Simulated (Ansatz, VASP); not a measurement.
## BePd in VASP and in Ansatz

The input INCAR:

```
  PREC = Accurate
  ENCUT = 520
  EDIFF = 1E-8
  ISMEAR = -1
  SIGMA = 0.08
  LREAL = F
  LASPH = T
  NELM = 60
  ALGO = Normal
  ISIF = 2
  LWAVE = F
  LCHARG = F
  LEFG = T
  NBANDS = 13
```

The input KPOINTS:

```
regular mesh
0
Gamma
  12 12 12
```

The input POSCAR:

```
BePd
1.0
    2.7555757238      0.0000000000      0.0000000000
    0.0000000000      2.7555757238      0.0000000000
    0.0000000000      0.0000000000      2.7555757238
Be Pd
1 1
Direct
    0.0000000000      0.0000000000      0.0000000000
    0.5000000000      0.5000000000      0.5000000000
```

Input for Ansatz:

```yaml
crystal:
  lattice:
    - [2.7555757238, 0.0, 0.0]
    - [0.0, 2.7555757238, 0.0]
    - [0.0, 0.0, 2.7555757238]
  atoms:
    - { symbol: Be, position: [0.0, 0.0, 0.0] }
    - { symbol: Pd, position: [0.5, 0.5, 0.5] }
kpoints:
  mp_grid: { grid: [12, 12, 12] }
scf:
  occupations: { method: fermi_dirac, width: 0.08 }
hamiltonian:
  xc: lda
  pseudopotentials: { kind: all_electron, datasets: crystal }
output:
  forces: true
  stress: true
  eigenvalues: true
  efg: { contact_densities: true }
```

Change from the starting cell: volume scaled by 0.94, crystal datasets.

Alike in both runs: task electric field gradients; functional LDA; k mesh 12 × 12 × 12; occupations fermi-dirac, width 0.08 eV; no spin polarisation.

|  | VASP | Ansatz |
| --- | --- | --- |
| version | VASP 6.6.1 | Ansatz 0.2.0 |
| potentials or method | VASP PAW LDA potentials, release 64 (Be, Pd), cutoff 520 eV | all-electron PAW with datasets made for the crystal, scalar-relativistic |

|  | VASP | Ansatz | Ansatz less VASP |
| --- | --- | --- | --- |
| pressure (GPa) | 4.8 | 4.0 | -0.77 |

LDA's correlation is that of Perdew and Zunger in VASP and of Perdew and Wang (1992) in Ansatz. Ansatz ran all-electron here, and VASP with PAW potentials.
